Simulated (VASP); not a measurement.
Input of a VASP 6.6.1 run:

INCAR

```
PREC = Accurate
ENCUT = 600
EDIFF = 1E-6
ISMEAR = 0
SIGMA = 0.1
LREAL = False
LASPH = True
NELM = 120
ALGO = Normal
ISIF = 2
LWAVE = False
LCHARG = False
GGA = PE
NBANDS = 9
GGA_COMPAT = False
```

File KPOINTS:

```
regular mesh
0
Gamma
  9 9 6
```

Contents of POSCAR:

```
Be
1.0
    2.2638933596      0.0000000000      0.0000000000
   -1.1319466798      1.9605891609      0.0000000000
    0.0000000000      0.0000000000      3.5500712201
Be
2
Direct
    0.3333333333      0.6666666667      0.2500000000
    0.6666666667      0.3333333333      0.7500000000
```

Potentials or basis: VASP PAW PBE potentials, release 64 (Be).

Run with:

```sh
$ cat potpaw_PBE.64/Be/POTCAR > POTCAR
$ mpirun -np 1 vasp_std > vasp.out
```

Q: Predict the pressure.

A: 0.6 GPa.

Q: Predict the band gap on the k mesh.

A: Zero (band 2 reaches 8.12 eV, above the bottom of band 3 at 5.93 eV).

Stress tensor (GPa, compression positive):
```
 1.28  0.00  0.00
 0.00  1.28  0.00
 0.00  0.00 -0.71
```
